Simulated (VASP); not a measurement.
# Si in VASP: further runs

Si is run at these levels: PBE; tasks: relaxation of the atoms.

Everything below comes from runs of VASP 6.6.1. Logs are shortened: lines on timing, memory, paths and dates and some standing lists are left out, and cuts for length are marked.

### Step 1. The cell of the first run

It takes space group I4_1/amd (No. 141, tetragonal). Conventional cell: a = 3.840 Å, b = 3.840 Å, c = 5.268 Å, α = 90.00°, β = 90.00°, γ = 90.00°. Si (site symmetry -4m2) has 4 Si at 2.33 Å within 3.1 Å.

### Step 2. Relaxation of the atoms, PBE (z stretched by -3 %)

File INCAR:

```
ALGO = Normal ; EDIFF = 1E-7
EDIFFG = -0.02 ; ENCUT = 450
GGA = PE ; GGA_COMPAT = F
IBRION = 2 ; ISIF = 2
ISMEAR = -1 ; LASPH = T
LCHARG = F ; LREAL = F
LWAVE = F ; NELM = 120
NELMIN = 4 ; NSW = 80
PREC = Accurate ; SIGMA = 0.02
```

File KPOINTS:

```
k-points
0
Gamma
  14 14 14
```

File POSCAR:

```
Si
1.0
    0.0000000000      2.7153500000      2.6338895000
    2.7153500000      0.0000000000      2.6338895000
    2.7153500000      2.7153500000      0.0000000000
Si
2
Direct
    0.0000000000      0.0000000000      0.0000000000
    0.2500000000      0.2500000000      0.2500000000
```

Potentials or basis: VASP PAW PBE potentials, release 64 (Si).

Command:

```bash
cat potpaw_PBE.64/Si/POTCAR > POTCAR
mpirun -np 1 vasp_std > vasp.out
```

OUTCAR:

```text
EDIFF = 1E-7
   EDIFFG = -0.02
   ENCUT = 450
   GGA = PE
   IBRION = 2
   ISIF = 2
   ISMEAR = -1
   LASPH = T
   LREAL = F
   NELM = 120
   NELMIN = 4
   NSW = 80
   PREC = Accurate

 ion  position               nearest neighbor table
   1  0.000  0.000  0.000-   2 2.33   2 2.33   2 2.33   2 2.33
   2  0.250  0.250  0.250-   1 2.33   1 2.33   1 2.33   1 2.33

  LATTYP: Found a body centered tetragonal cell.
 ALAT       =     3.8400847966
 C/A-ratio  =     1.3717871555

  Lattice vectors:

 A1 = (   0.0000000000,  -2.7153500000,  -2.6338895000)
 A2 = (   0.0000000000,   2.7153500000,  -2.6338895000)
 A3 = (   2.7153500000,   0.0000000000,   2.6338895000)

Analysis of symmetry for initial positions (statically):
=====================================================================
 Subroutine PRICEL returns:
 Original cell was already a primitive cell.

 Routine SETGRP: Setting up the symmetry group for a
 body centered tetragonal supercell.

 Subroutine GETGRP returns: Found 16 space group operations
 (whereof  8 operations were pure point group operations)
 out of a pool of 16 trial point group operations.

The static configuration has the point symmetry D_2d.
 The point group associated with its full space group is D_4h.

Analysis of symmetry for dynamics (positions and initial velocities):
=====================================================================
 Subroutine PRICEL returns:
 Original cell was already a primitive cell.

 Routine SETGRP: Setting up the symmetry group for a
 body centered tetragonal supercell.

 Subroutine GETGRP returns: Found 16 space group operations
 (whereof  8 operations were pure point group operations)
 out of a pool of 16 trial point group operations.

The dynamic configuration has the point symmetry D_2d.
 The point group associated with its full space group is D_4h.

 Subroutine INISYM returns: Found 16 space group operations
 (whereof  8 operations are pure point group operations),
 and found     1 'primitive' translations

----------------------------------------------------------------------------------------

                                     Primitive cell

  volume of cell :      38.8400

  direct lattice vectors                    reciprocal lattice vectors
     0.000000000  2.715350000  2.633889500    -0.184138325  0.184138325  0.189833324
     2.715350000  0.000000000  2.633889500     0.184138325 -0.184138325  0.189833324
     2.715350000  2.715350000  0.000000000     0.184138325  0.184138325 -0.189833324

  length of vectors
     3.782922088  3.782922088  3.840084797     0.322258493  0.322258493  0.322258493
[... 83 lines left out ...]
   EDIFFG = -.2E-01   stopping-criterion for IOM
   NSW    =     80    number of steps for IOM
   IBRION =      2    ionic relax: 0-MD 1-quasi-New 2-CG
   NFREE  =      1    steps in history (QN), initial steepest desc. (CG)
   ISIF   =      2    stress and relaxation
   ISYM   =      2    0-nonsym 1-usesym 2-fastsym
   POTIM  = 0.5000    time-step for ionic-motion
   TEBEG  =    0.0;   TEEND  =   0.0 temperature during run
   PSTRESS=    0.0 pullay stress
   NELECT =       8.0000    total number of electrons
   NUPDOWN=      -1.0000    fix difference up-down
   EMIN   =  10.00;   EMAX   =-10.00  energy-range for DOS
   EFERMI =   0.00;   METHOD = LEGACY
   ISMEAR =    -1;   SIGMA  =   0.02  broadening in eV -4-tet -1-fermi 0-gaus
   EFERMI_NEDOS =   21; number of points for ismear=-14 and -15
   IALGO  =     38    algorithm
   IMIX   =      4    mixing-type and parameters
     AMIX     =   0.40;   BMIX     =  1.00
     AMIX_MAG =   1.60;   BMIX_MAG =  1.00
  volume/ion in A,a.u.               =      19.42       131.05
  Fermi-wavevector in a.u.,A,eV,Ry     =   0.966819  1.827023 12.717891  0.934739
  Thomas-Fermi vector in A             =   2.096652
   LORBIT       =      0    0 simple, 1 ext, 2 COOP (PROOUT), +10 PAW based schemes
   GGA     = PE    functional components
   LHFCALC =     F    Hartree Fock is set to
   AEXX    =    0.0000 exact exchange contribution
   IVDW    =     0    specifies the selected vdW correction
   LEPSILON=     F    determine dielectric tensor
   LRPA    =     F    only Hartree local field effects (RPA)
 conjugate gradient relaxation of ions
 non-spin polarized calculation
  energy-cutoff  :      450.00
  volume of cell :       38.84
 maximum number of plane-waves:       869
 NGX is ok and might be reduce to    28
   NGX = 13   NGY = 13   NGZ = 13

 number of electron       8.0000001 magnetization

 Free energy of the ion-electron system (eV)
  ---------------------------------------------------
  ext. energy  EPLUGINS =         0.00000000
  ---------------------------------------------------
  free energy    TOTEN  =       -10.81177242 eV

  energy without entropy =      -10.81177048  energy(sigma->0) =      -10.81177145

 E-fermi :   6.3696     XC(G=0):  -9.5301

 val. band max:        6.2801612457   @ k =   0.0000   0.0000   0.0000
 cond. band min:       6.4732947026   @ k =   0.4286   0.4286   0.0000
 fundamental gap:      0.1931334569
 Fermi energy:         6.3696437625

 k-point     1 :       0.0000    0.0000    0.0000
  band No.  band energies     occupation
      1      -6.0303      2.00000
      2       6.0702      2.00000
      3       6.0702      2.00000
      4       6.2802      1.97746
      5       8.6482      0.00000
      6       8.7583      0.00000
      7       8.7583      0.00000
      8       9.8564      0.00000
[... 243 lines left out ...]
 k-point    24 :       0.2857    0.1429    0.0000
  band No.  band energies     occupation
      1      -5.0153      2.00000
      2       2.3517      2.00000
      3       4.4644      2.00000
      4       4.6235      2.00000
      5       8.0742      0.00000
      6      10.1754      0.00000
      7      10.8097      0.00000
      8      10.9155      0.00000

 [... further k-points ...]
[... 5 lines left out ...]
  --------------------------------------------------------------------------------------
  -------------------------------------------------------------------------------------
  Total        1.0019041      1.0019041      1.6756941      0.0000000      0.0000000      0.0000000
  in kB       41.3292518     41.3292518     69.1235687      0.0000000      0.0000000      0.0000000
  external PRESSURE =      50.5940241 kB  Pullay stress =       0.0000000 kB

 VOLUME and BASIS-vectors are now :
 -----------------------------------------------------------------------------
  energy-cutoff  :      450.00
  volume of cell :       38.84
      direct lattice vectors                 reciprocal lattice vectors
     0.000000000  2.715350000  2.633889500    -0.184138325  0.184138325  0.189833324
     2.715350000  0.000000000  2.633889500     0.184138325 -0.184138325  0.189833324
     2.715350000  2.715350000  0.000000000     0.184138325  0.184138325 -0.189833324

 POSITION                                       TOTAL-FORCE (eV/Angst)
 -----------------------------------------------------------------------------------
      0.00000      0.00000      0.00000         0.000000      0.000000     -0.000000
      1.35767      1.35767      1.31694        -0.000000     -0.000000      0.000000
 -----------------------------------------------------------------------------------
    total drift:                                0.000000      0.000000     -0.000000

  FREE ENERGIE OF THE ION-ELECTRON SYSTEM (eV)
  ---------------------------------------------------
  free  energy   TOTEN  =       -10.8117724150 eV

  energy  without entropy=      -10.8117704773  energy(sigma->0) =      -10.81177145

 reached required accuracy - stopping structural energy minimisation
```

OSZICAR:

```text
N       E                     dE             d eps       ncg     rms          rms(c)
DAV:   1     0.544835231557E+01    0.54484E+01   -0.30021E+03  3904   0.681E+02
DAV:   2    -0.107950504362E+02   -0.16243E+02   -0.15667E+02  5944   0.784E+01
DAV:   3    -0.110091090753E+02   -0.21406E+00   -0.21406E+00  4936   0.112E+01
DAV:   4    -0.110100393981E+02   -0.93032E-03   -0.93032E-03  6424   0.819E-01
DAV:   5    -0.110100401218E+02   -0.72364E-06   -0.72306E-06  5080   0.182E-02    0.507E+00
DAV:   6    -0.108720181889E+02    0.13802E+00   -0.93430E-02  4744   0.160E+00    0.311E+00
DAV:   7    -0.108105591760E+02    0.61459E-01   -0.17168E-01  4992   0.230E+00    0.220E-01
DAV:   8    -0.108115667173E+02   -0.10075E-02   -0.42387E-03  4568   0.494E-01    0.747E-02
DAV:   9    -0.108117479351E+02   -0.18122E-03   -0.17825E-04  5832   0.107E-01    0.592E-02
DAV:  10    -0.108117725007E+02   -0.24566E-04   -0.28471E-05  4632   0.404E-02    0.105E-02
DAV:  11    -0.108117721433E+02    0.35742E-06   -0.64235E-07  6280   0.551E-03    0.246E-03
DAV:  12    -0.108117723977E+02   -0.25445E-06   -0.50511E-07  4560   0.578E-03    0.117E-03
DAV:  13    -0.108117724150E+02   -0.17275E-07   -0.18060E-09  3040   0.392E-04
   1 F= -.10811772E+02 E0= -.10811771E+02  d E =-.108118E+02
```

CONTCAR:

```text
Si
   1.00000000000000
     0.0000000000000000    2.7153499999999999    2.6338895000000000
     2.7153499999999999    0.0000000000000000    2.6338895000000000
     2.7153499999999999    2.7153499999999999    0.0000000000000000
  Si
     2
Direct
     0.0000000000000000    0.0000000000000000    0.0000000000000000
     0.2500000000000000    0.2500000000000000    0.2500000000000000

  0.00000000E+00  0.00000000E+00  0.00000000E+00
  0.00000000E+00  0.00000000E+00  0.00000000E+00
```

Wall time 45 s (1 thread of AMD EPYC 7R13 (Zen 3), shared host); peak memory 0.15 GiB.

What came out:

```yaml
Free_energy: -10.8118 eV
Pressure_after_relaxing: 5.1 GPa
Band_gap_on_the_k_mesh: 0.19 eV (least direct gap 2.37 eV)
```

Stress tensor (GPa, compression positive):
```
4.13 0.00 0.00
0.00 4.13 0.00
0.00 0.00 6.91
```

Final structure:
```yaml
crystal:
  lattice:
    - [0.00000, 2.71535, 2.63389]
    - [2.71535, 0.00000, 2.63389]
    - [2.71535, 2.71535, 0.00000]
  atoms:
    - { symbol: Si, position: [0.00000, 0.00000, 0.00000] }
    - { symbol: Si, position: [0.25000, 0.25000, 0.25000] }
```

Caveat: the cell differs from its parent crystal (z stretched by -3 %); the relaxation stopped at its first step, so nothing moved. A k mesh can miss the band edges.

### Step 3. Relaxation of the atoms, PBE (19.22 Å³/atom)

This run uses another cell than the first one, of 19.22 Å³/atom.

File INCAR:

```
SYSTEM = Si
PREC     = Accurate       ! precision mode
ENCUT    = 450            ! plane-wave cutoff, eV
EDIFF    = 1E-7           ! SCF threshold, eV
ISMEAR   = -1             ! smearing method
SIGMA    = 0.02           ! smearing width, eV
LREAL    = .False.        ! projectors in reciprocal space
LASPH    = .True.         ! aspherical terms in the spheres
NELM     = 120            ! most SCF steps
ALGO     = Normal         ! electronic algorithm
ISIF     = 2              ! what is computed and relaxed
LWAVE    = .False.        ! write WAVECAR
LCHARG   = .False.        ! write CHGCAR
GGA      = PE             ! functional
IBRION   = 2              ! ionic algorithm
NSW      = 80             ! ionic steps
EDIFFG   = -0.02          ! ionic threshold
GGA_COMPAT= .False.      
NELMIN   = 4
```

File KPOINTS:

```
Automatic mesh
0
Gamma
  14 14 14
  0 0 0
```

File POSCAR:

```
Si
1.0
    0.0000000000      2.6786515824      2.6786515824
    2.6786515824      0.0000000000      2.6786515824
    2.6786515824      2.6786515824      0.0000000000
Si
2
Direct
    0.0000000000      0.0000000000      0.0000000000
    0.2500000000      0.2500000000      0.2500000000
```

Potentials or basis: VASP PAW PBE potentials, release 64 (Si).

Command:

```bash
cat potpaw_PBE.64/Si/POTCAR > POTCAR
mpirun -np 1 vasp_std > vasp.out
```

OUTCAR:

```text
SYSTEM = Si
   PREC = Accurate
   ENCUT = 450
   EDIFF = 1E-7
   ISMEAR = -1
   LREAL = .False.
   LASPH = .True.
   NELM = 120
   ISIF = 2
   GGA = PE
   IBRION = 2
   NSW = 80
   EDIFFG = -0.02
   NELMIN = 4

 ion  position               nearest neighbor table
   1  0.000  0.000  0.000-   2 2.32   2 2.32   2 2.32   2 2.32
   2  0.250  0.250  0.250-   1 2.32   1 2.32   1 2.32   1 2.32

  LATTYP: Found a face centered cubic cell.
 ALAT       =     5.3573031648

  Lattice vectors:
[... 446 lines left out ...]
      3       4.6531      2.00000
      4       4.6699      2.00000
      5       8.3257      0.00000
      6      10.3389      0.00000
      7      10.7872      0.00000
      8      11.0845      0.00000

 [... further k-points ...]
[... 5 lines left out ...]
  --------------------------------------------------------------------------------------
  -------------------------------------------------------------------------------------
  Total        1.5016263      1.5016263      1.5016263      0.0000000      0.0000000      0.0000000
  in kB       62.5883876     62.5883876     62.5883876      0.0000000      0.0000000      0.0000000
  external PRESSURE =      62.5883876 kB  Pullay stress =       0.0000000 kB

 VOLUME and BASIS-vectors are now :
 -----------------------------------------------------------------------------
  energy-cutoff  :      450.00
  volume of cell :       38.44
      direct lattice vectors                 reciprocal lattice vectors
     0.000000000  2.678651582  2.678651582    -0.186661081  0.186661081  0.186661081
     2.678651582  0.000000000  2.678651582     0.186661081 -0.186661081  0.186661081
     2.678651582  2.678651582  0.000000000     0.186661081  0.186661081 -0.186661081

 POSITION                                       TOTAL-FORCE (eV/Angst)
 -----------------------------------------------------------------------------------
      0.00000      0.00000      0.00000         0.000000      0.000000      0.000000
      1.33933      1.33933      1.33933        -0.000000     -0.000000     -0.000000
 -----------------------------------------------------------------------------------
    total drift:                                0.000000      0.000000     -0.000000

  FREE ENERGIE OF THE ION-ELECTRON SYSTEM (eV)
  ---------------------------------------------------
  free  energy   TOTEN  =       -10.8045466210 eV

  energy  without entropy=      -10.8045466137  energy(sigma->0) =      -10.80454662

 reached required accuracy - stopping structural energy minimisation
```

OSZICAR:

```text
N       E                     dE             d eps       ncg     rms          rms(c)
DAV:   1     0.509383482250E+01    0.50938E+01   -0.30542E+03  1664   0.689E+02
DAV:   2    -0.107919107496E+02   -0.15886E+02   -0.15138E+02  2520   0.777E+01
DAV:   3    -0.110086662626E+02   -0.21676E+00   -0.21676E+00  2048   0.111E+01
DAV:   4    -0.110095847415E+02   -0.91848E-03   -0.91848E-03  2728   0.819E-01
DAV:   5    -0.110095855064E+02   -0.76481E-06   -0.76491E-06  2128   0.182E-02    0.514E+00
DAV:   6    -0.108665651601E+02    0.14302E+00   -0.97383E-02  2008   0.164E+00    0.316E+00
DAV:   7    -0.108033484738E+02    0.63217E-01   -0.17771E-01  2160   0.234E+00    0.233E-01
DAV:   8    -0.108043454999E+02   -0.99703E-03   -0.43499E-03  1896   0.501E-01    0.759E-02
DAV:   9    -0.108045210585E+02   -0.17556E-03   -0.17021E-04  2512   0.106E-01    0.607E-02
DAV:  10    -0.108045468019E+02   -0.25743E-04   -0.31216E-05  1928   0.421E-02    0.124E-02
DAV:  11    -0.108045463490E+02    0.45288E-06   -0.61112E-07  2664   0.544E-03    0.258E-03
DAV:  12    -0.108045466010E+02   -0.25196E-06   -0.52087E-07  1888   0.590E-03    0.153E-03
DAV:  13    -0.108045466210E+02   -0.19965E-07   -0.20589E-09  1368   0.424E-04
   1 F= -.10804547E+02 E0= -.10804547E+02  d E =-.108045E+02
```

CONTCAR:

```text
Si
   1.00000000000000
     0.0000000000000000    2.6786515824000001    2.6786515824000001
     2.6786515824000001    0.0000000000000000    2.6786515824000001
     2.6786515824000001    2.6786515824000001    0.0000000000000000
  Si
     2
Direct
     0.0000000000000000    0.0000000000000000    0.0000000000000000
     0.2500000000000000    0.2500000000000000    0.2500000000000000

  0.00000000E+00  0.00000000E+00  0.00000000E+00
  0.00000000E+00  0.00000000E+00  0.00000000E+00
```

Wall time 32 s (1 thread of AMD EPYC 7R13, shared host); peak memory 0.13 GiB.

Results:

```
Free energy             : -10.8045 eV
Pressure after relaxing : 6.3 GPa
Band gap on the k mesh  : 0.50 eV (least direct gap 2.58 eV)
```

Final structure:
```
Si
1.0
     0.00000    2.67865    2.67865
     2.67865    0.00000    2.67865
     2.67865    2.67865    0.00000
Si
2
Cartesian
  0.0000 0.0000 0.0000
  1.3393 1.3393 1.3393
```

Levels at points of the mesh, in eV from the valence-band top:
```csv
k point,band 1,band 2,band 3,band 4,band 5,band 6,band 7,band 8
"(0.00, 0.00, 0.00)",-12.24,0.00,0.00,0.00,2.58,2.58,2.58,3.85
"(0.50, 0.00, 0.00)",-9.81,-7.16,-1.23,-1.23,1.69,3.32,3.32,7.78
"(0.50, 0.50, 0.00)",-7.95,-7.95,-2.96,-2.96,0.63,0.63,10.47,10.47
```

Caveat: the relaxation stopped at its first step, so nothing moved.

### Step 4. Relaxation of the atoms, PBE (21.22 Å³/atom)

This run uses another cell than the first one, of 21.22 Å³/atom.

File INCAR:

```
SYSTEM = Si
PREC = Accurate
ENCUT = 450
EDIFF = 1E-7
ISMEAR = -1
SIGMA = 0.02
LREAL = .False.
LASPH = .True.
NELM = 120
ALGO = Normal
ISIF = 2
LWAVE = .False.
LCHARG = .False.
GGA = PE
IBRION = 2
NSW = 80
EDIFFG = -0.02
GGA_COMPAT = .False.
NELMIN = 4
```

File KPOINTS:

```
regular mesh
0
Gamma
  14 14 14
  0 0 0
```

File POSCAR:

```
Si
1.0
    0.0000000000      2.7686056774      2.7686056774
    2.7686056774      0.0000000000      2.7686056774
    2.7686056774      2.7686056774      0.0000000000
Si
2
Direct
    0.0000000000      0.0000000000      0.0000000000
    0.2500000000      0.2500000000      0.2500000000
```

Command:

```bash
cat potpaw_PBE.64/Si/POTCAR > POTCAR
mpirun -np 1 vasp_std > vasp.out
```

It took 31 s on 1 thread of AMD EPYC 7R13, shared host; peak memory 0.13 GiB.

It converged, with:

```yaml
Free_energy: -10.8346 eV
Pressure_after_relaxing: -3.1 GPa
Band_gap_on_the_k_mesh: 0.68 eV (least direct gap 2.48 eV)
```

Final structure:
```yaml
crystal:
  lattice:
    - [0.00000, 2.76861, 2.76861]
    - [2.76861, 0.00000, 2.76861]
    - [2.76861, 2.76861, 0.00000]
  atoms:
    - { symbol: Si, position: [0.00000, 0.00000, 0.00000] }
    - { symbol: Si, position: [0.25000, 0.25000, 0.25000] }
```

Levels at points of the mesh, in eV from the valence-band top:
| k point | band 2 | band 3 | band 4 | band 5 | band 6 | band 7 |
| --- | --- | --- | --- | --- | --- | --- |
| (0.00, 0.00, 0.00) | 0.00 | 0.00 | 0.00 | 2.54 | 2.54 | 2.54 |
| (0.50, 0.00, 0.00) | -6.70 | -1.15 | -1.15 | 1.34 | 3.36 | 3.36 |
| (0.50, 0.50, 0.00) | -7.63 | -2.70 | -2.70 | 0.82 | 0.82 | 9.62 |

Caveat: the relaxation stopped at its first step, so nothing moved. A k mesh can miss the band edges.

### Step 5. Overview

```csv
cell,gap on the mesh (eV),pressure (GPa)
"atoms relaxed from a = 3.783, b = 3.783, c = 3.840 Å, angles 59.5, 59.5, 61.0°, 2 atoms",0.19,5.1
"atoms relaxed from a = 3.788 Å, angles 60.0°, 2 atoms",0.50,6.3
"atoms relaxed from a = 3.915 Å, angles 60.0°, 2 atoms",0.68,-3.1
```

Alike in all rows: task relaxation of the atoms; level PBE; potentials or basis VASP PAW PBE potentials, release 64 (Si); no spin polarisation; k mesh 14 × 14 × 14; cutoff (eV) 450; smearing fermi-dirac 0.02 eV.

Caveats: the relaxation stopped at its first step, so nothing moved.

Total energies depend on the potentials used, so only differences within one code and one set of settings carry meaning.
